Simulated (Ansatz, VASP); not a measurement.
BN in VASP and in Ansatz

```
CELL_PARAMETERS angstrom
0.00000 1.80018 1.80018
1.80018 0.00000 1.80018
1.80018 1.80018 0.00000
ATOMIC_POSITIONS crystal
B 0.00000 0.00000 0.00000
N 0.75000 0.75000 0.75000
```

Alike in both runs: task single point; functional PBE; k mesh 16 × 16 × 16; occupations gaussian, width 0.05 eV; no spin polarisation.

```csv
,VASP,Ansatz
version,VASP 6.6.1,Ansatz 0.2.0
potentials or method,"VASP PAW PBE potentials, release 64 (B, N), cutoff 520 eV","scalar-relativistic, plane waves, PAW"
valence electrons in the cell,8,8
```

|  | VASP | Ansatz | Ansatz less VASP |
| --- | --- | --- | --- |
| gap on the k mesh at the Fermi level (eV) | 4.47 | 4.48 | +0.013 |
| least direct gap on the mesh (eV) | 8.88 | 8.89 | +0.011 |
| pressure (GPa) | 8.1 | 7.8 | -0.31 |
